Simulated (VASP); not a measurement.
# Na2N (P6/mmm) in VASP: relaxation of cell and atoms with PBE

Aim: the relaxation of cell and atoms of Na2N with PBE.

Program: VASP 6.6.1. These are calculated values, not measurements. Logs are shortened: lines on timing, memory, paths and dates and some standing lists are left out, and cuts for length are marked.

### 1 The cell of the first run

It takes space group P6/mmm (No. 191, hexagonal). Conventional cell: a = 4.252 Å, b = 4.252 Å, c = 3.979 Å, α = 90.00°, β = 90.00°, γ = 120.00°. Na (site symmetry -6m2) has 3 Na at 2.45 Å and 3 N at 2.45 Å within 3.2 Å. Within 3.2 Å of N (site symmetry 6/mmm) lie 6 Na at 2.45 Å.

The cell was built from a structure type or drawn by symmetry, and may not be a known phase.

### 2 Relaxation of cell and atoms, PBE

Contents of INCAR:

```
SYSTEM = Na2N
PREC = Accurate
ENCUT = 970
EDIFF = 1E-7
ISMEAR = 0
SIGMA = 0.1
LREAL = .False.
LASPH = .True.
NELM = 120
ALGO = Normal
ISIF = 3
LWAVE = .False.
LCHARG = .False.
GGA = PE
IBRION = 2
NSW = 90
EDIFFG = -0.04
GGA_COMPAT = .False.
NELMIN = 4
```

Contents of KPOINTS:

```
Automatic mesh
0
Gamma
  6 6 4
  0 0 0
```

Contents of POSCAR:

```
Na2N
1.0
    4.2518130300      0.0000000000      0.0000000000
   -2.1259065200      3.6821781000      0.0000000000
    0.0000000000      0.0000000000      3.9793491100
Na N
2 1
Direct
    0.3333333300      0.6666666700      0.0000000000
    0.6666666700      0.3333333300      0.0000000000
    0.0000000000      0.0000000000      0.0000000000
```

Potentials or basis: VASP PAW PBE potentials, release 64 (Na_sv, N).

The run is started by

```console
cat potpaw_PBE.64/Na_sv/POTCAR potpaw_PBE.64/N/POTCAR > POTCAR
mpirun -np 1 vasp_std > vasp.out
```

OUTCAR:

```text
SYSTEM = Na2N
   PREC = Accurate
   ENCUT = 970
   EDIFF = 1E-7
   ISMEAR = 0
   LREAL = .False.
   LASPH = .True.
   NELM = 120
   ISIF = 3
   GGA = PE
   IBRION = 2
   NSW = 90
   EDIFFG = -0.04
   NELMIN = 4

 ion  position               nearest neighbor table
   1  0.333  0.667  0.000-
   2  0.667  0.333  0.000-
   3  0.000  0.000  0.000-

  LATTYP: Found a hexagonal cell.
 ALAT       =     4.2518130300
 C/A-ratio  =     0.9359181794

  Lattice vectors:

 A1 = (   4.2518130300,   0.0000000000,   0.0000000000)
 A2 = (  -2.1259065200,   3.6821781000,   0.0000000000)
 A3 = (   0.0000000000,   0.0000000000,   3.9793491100)

Analysis of symmetry for initial positions (statically):
=====================================================================
 Subroutine PRICEL returns:
 Original cell was already a primitive cell.

 Routine SETGRP: Setting up the symmetry group for a
 hexagonal supercell.

 Subroutine GETGRP returns: Found 24 space group operations
 (whereof 24 operations were pure point group operations)
 out of a pool of 24 trial point group operations.

The static configuration has the point symmetry D_6h.

Analysis of symmetry for dynamics (positions and initial velocities):
=====================================================================
 Subroutine PRICEL returns:
 Original cell was already a primitive cell.

 Routine SETGRP: Setting up the symmetry group for a
 hexagonal supercell.

 Subroutine GETGRP returns: Found 24 space group operations
 (whereof 24 operations were pure point group operations)
 out of a pool of 24 trial point group operations.

The dynamic configuration has the point symmetry D_6h.

 Subroutine INISYM returns: Found 24 space group operations
 (whereof 24 operations are pure point group operations),
 and found     1 'primitive' translations

----------------------------------------------------------------------------------------

                                     Primitive cell

  volume of cell :      62.3004

  direct lattice vectors                    reciprocal lattice vectors
     4.251813030  0.000000000  0.000000000     0.235193785  0.135789195  0.000000000
    -2.125906520  3.682178100  0.000000000     0.000000000  0.271578390  0.000000000
     0.000000000  0.000000000  3.979349110     0.000000000  0.000000000  0.251297379

  length of vectors
     4.251813030  4.251813036  3.979349110     0.271578390  0.271578390  0.251297379

  position of ions in fractional coordinates (direct lattice)
     0.333333330  0.666666670  0.000000000
     0.666666670  0.333333330  0.000000000
     0.000000000  0.000000000  0.000000000

  ion indices of the primitive-cell ions
   primitive index   ion index
                 1           1
                 2           2
                 3           3

----------------------------------------------------------------------------------------

 KPOINTS: Automatic mesh

Automatic generation of k-mesh.
 Grid dimensions read from file:
 generate k-points for:    6    6    4

 Generating k-lattice:

  Cartesian coordinates                     Fractional coordinates (reciprocal lattice)
     0.039198964  0.022631533  0.000000000     0.166666667  0.000000000  0.000000000
     0.000000000  0.045263065  0.000000000     0.000000000  0.166666667  0.000000000
     0.000000000  0.000000000  0.062824345     0.000000000  0.000000000  0.250000000

  Length of vectors
     0.045263065  0.045263065  0.062824345

  Shift w.r.t. Gamma in fractional coordinates (k-lattice)
     0.000000000  0.000000000  0.000000000

 Subroutine IBZKPT returns following result:
 ===========================================

 Found     21 irreducible k-points:

 Following reciprocal coordinates:
            Coordinates               Weight
  0.000000  0.000000  0.000000      1.000000
  0.166667  0.000000  0.000000      6.000000
  0.333333  0.000000  0.000000      6.000000
  0.500000  0.000000  0.000000      3.000000
  0.166667  0.166667  0.000000      6.000000
  0.333333  0.166667  0.000000     12.000000
[... 13 lines left out ...]
  0.333333  0.166667  0.500000     12.000000
  0.333333  0.333333  0.500000      2.000000
   k-points           NKPTS =     21   k-points in BZ     NKDIM =     21   number of bands    NBANDS=     15
   number of dos      NEDOS =    301   number of ions     NIONS =      3
   total plane-waves  NPLWV =  92160
   dimension x,y,z NGX =    48 NGY =   48 NGZ =   40
   dimension x,y,z NGXF=    96 NGYF=   96 NGZF=   80
   ions per type =               2   1
   NGX,Y,Z   is equivalent  to a cutoff of  18.77, 18.77, 16.71 a.u.
   NGXF,Y,Z  is equivalent  to a cutoff of  37.54, 37.54, 33.42 a.u.
 SYSTEM =  Na2N
   PREC   = accura    normal or accurate (medium, high low for compatibility)
   ISTART =      0    job   : 0-new  1-cont  2-samecut
   ICHARG =      2    charge: 1-file 2-atom 10-const
   ISPIN  =      1    spin polarized calculation?
   LNONCOLLINEAR =      F non collinear calculations
   LSORBIT =      F    spin-orbit coupling
   LASPH  =      T    aspherical Exc in radial PAW
   ENCUT  =  970.0 eV  71.29 Ry    8.44 a.u.  10.80 10.80 10.11*2*pi/ulx,y,z
   NELM   =    120;   NELMIN=  4; NELMDL= -5     # of ELM steps
   EDIFF  = 0.1E-06   stopping-criterion for ELM
   LREAL  =      F    real-space projection
   EDIFFG = -.4E-01   stopping-criterion for IOM
   NSW    =     90    number of steps for IOM
   IBRION =      2    ionic relax: 0-MD 1-quasi-New 2-CG
   NFREE  =      1    steps in history (QN), initial steepest desc. (CG)
   ISIF   =      3    stress and relaxation
   ISYM   =      2    0-nonsym 1-usesym 2-fastsym
   POTIM  = 0.5000    time-step for ionic-motion
   TEBEG  =    0.0;   TEEND  =   0.0 temperature during run
   PSTRESS=    0.0 pullay stress
   NELECT =      23.0000    total number of electrons
   NUPDOWN=      -1.0000    fix difference up-down
   EMIN   =  10.00;   EMAX   =-10.00  energy-range for DOS
   EFERMI =   0.00;   METHOD = LEGACY
   ISMEAR =     0;   SIGMA  =   0.10  broadening in eV -4-tet -1-fermi 0-gaus
   EFERMI_NEDOS =   21; number of points for ismear=-14 and -15
   IALGO  =     38    algorithm
   IMIX   =      4    mixing-type and parameters
     AMIX     =   0.40;   BMIX     =  1.00
     AMIX_MAG =   1.60;   BMIX_MAG =  1.00
  volume/ion in A,a.u.               =      20.77       140.14
  Fermi-wavevector in a.u.,A,eV,Ry     =   1.174412  2.219317 18.765745  1.379243
  Thomas-Fermi vector in A             =   2.310809
   LORBIT       =      0    0 simple, 1 ext, 2 COOP (PROOUT), +10 PAW based schemes
   GGA     = PE    functional components
   LHFCALC =     F    Hartree Fock is set to
   AEXX    =    0.0000 exact exchange contribution
   IVDW    =     0    specifies the selected vdW correction
   LEPSILON=     F    determine dielectric tensor
   LRPA    =     F    only Hartree local field effects (RPA)
 conjugate gradient relaxation of ions
 non-spin polarized calculation
 Gauss-broadening in eV      SIGMA  =   0.10
  energy-cutoff  :      970.00
  volume of cell :       62.30
 maximum number of plane-waves:      4304
 NGX is ok and might be reduce to    48
   NGX = 21   NGY = 21   NGZ = 21

--------------------------------------- Ionic step        1  -------------------------------------------

 number of electron      23.0000003 magnetization

 Free energy of the ion-electron system (eV)
  ---------------------------------------------------
  ext. energy  EPLUGINS =         0.00000000
  ---------------------------------------------------
  free energy    TOTEN  =        -8.17956147 eV

  energy without entropy =       -8.14606029  energy(sigma->0) =       -8.16281088

------------------------ aborting loop because EDIFF is reached ----------------------------------------

  FORCE on cell =-STRESS in cart. coord.  units (eV):
  Direction    XX          YY          ZZ          XY          YZ          ZX
  --------------------------------------------------------------------------------------
  -------------------------------------------------------------------------------------
  Total        0.9249211      0.9249211     -0.9653642     -0.0000000      0.0000000      0.0000000
  in kB       23.7861556     23.7861557    -24.8262298     -0.0000000      0.0000000      0.0000000
  external PRESSURE =       7.5820272 kB  Pullay stress =       0.0000000 kB
[... 92 lines left out ...]
  FREE ENERGIE OF THE ION-ELECTRON SYSTEM (eV)
  ---------------------------------------------------
  free  energy   TOTEN  =        -8.2221164681 eV

  energy  without entropy=       -8.1904869359  energy(sigma->0) =       -8.20630170

[... ionic steps 4 to 7 ...]

--------------------------------------- Ionic step        8  -------------------------------------------

 number of electron      23.0000000 magnetization

------------------------ aborting loop because EDIFF is reached ----------------------------------------

  FORCE on cell =-STRESS in cart. coord.  units (eV):
  Direction    XX          YY          ZZ          XY          YZ          ZX
  --------------------------------------------------------------------------------------
  -------------------------------------------------------------------------------------
  Total       -0.5147357     -0.5147357      0.0508830      0.0000000     -0.0000000      0.0000000
  in kB      -15.2847044    -15.2847044      1.5109323      0.0000000     -0.0000000      0.0000000
  external PRESSURE =      -9.6861588 kB  Pullay stress =       0.0000000 kB
[... 59 lines left out ...]
  energy  without entropy=       -8.2858025799  energy(sigma->0) =       -8.29868098

--------------------------------------- Ionic step       10  -------------------------------------------

 number of electron      23.0000006 magnetization

 Free energy of the ion-electron system (eV)
  ---------------------------------------------------
  ext. energy  EPLUGINS =         0.00000000
  ---------------------------------------------------
  free energy    TOTEN  =        -8.31474428 eV

  energy without entropy =       -8.28866278  energy(sigma->0) =       -8.30170353

 E-fermi :   1.0673     XC(G=0):  -8.2363

 val. band max:        1.0651006637   @ k =   0.3333   0.1667   0.2500
 cond. band min:       1.0704353599   @ k =   0.1667   0.1667   0.5000
 fundamental gap:      0.0053346962
 Fermi energy:         1.0673129533

 k-point     1 :       0.0000    0.0000    0.0000
  band No.  band energies     occupation
      1     -50.6552      2.00000
      2     -50.5307      2.00000
      3     -22.7020      2.00000
      4     -22.7020      2.00000
      5     -22.5824      2.00000
      6     -22.4651      2.00000
      7     -22.3100      2.00000
      8     -22.3100      2.00000
      9     -10.3751      2.00000
     10       0.7302      2.00000
     11       0.7302      2.00000
     12       1.7869      0.00000
     13       2.2344      0.00000
     14       8.7302      0.00000
     15       8.7302      0.00000
[... 388 lines left out ...]
  FREE ENERGIE OF THE ION-ELECTRON SYSTEM (eV)
  ---------------------------------------------------
  free  energy   TOTEN  =        -8.3147442794 eV

  energy  without entropy=       -8.2886627758  energy(sigma->0) =       -8.30170353

 reached required accuracy - stopping structural energy minimisation
```

Wall time 9.6 min (1 thread of AMD EPYC 7R43 (Zen 3), shared host); peak memory 0.27 GiB.

What came out:

| Quantity | Value |
| --- | --- |
| Free energy | -8.3147 eV |
| Relaxed volume | 17.56 Å³/atom |
| Relaxed cell | a = 4.318 Å, b = 4.318 Å, c = 3.262 Å, α = 90.00°, β = 90.00°, γ = 120.00° |
| Space group after relaxing (to 0.1 Å) | P6/mmm (No. 191) |
| Energy gained by relaxing | 45.1 meV/atom |
| Ionic steps | 10 |
| Pressure after relaxing | 0.0 GPa |
| Band gap on the k mesh | zero (an odd number of electrons rules out a gap without spin polarisation) |

Step by step:
```csv
step,energy change (eV),largest force (eV/Å),pressure (GPa),volume (Å³)
1,0.0000,0.0000,0.76,62.30
2,-0.0314,0.0000,-0.41,63.17
3,-0.0426,0.0000,-1.54,64.12
4,-0.0654,0.0000,-1.53,62.34
5,-0.1187,0.0000,-1.28,57.03
6,0.0033,0.0000,1.00,46.53
7,-0.1270,0.0000,-1.13,55.35
8,-0.1290,0.0000,-0.97,53.96
9,-0.1320,0.0000,0.80,51.79
10,-0.1352,0.0000,0.01,52.68
```

Final structure:
```
Na N
1.0
     4.31830    0.00000    0.00000
    -2.15915    3.73976    0.00000
     0.00000    0.00000    3.26177
Na N
2 1
Direct
  0.33333 0.66667 0.00000
  0.66667 0.33333 0.00000
  0.00000 0.00000 0.00000
```

Caveat: the k points lie up to 0.48 Å⁻¹ apart in the final cell, too coarse for converged energies and pressures of a metal; the volume moved by over 15 % at a fixed basis, so the end points are rough.
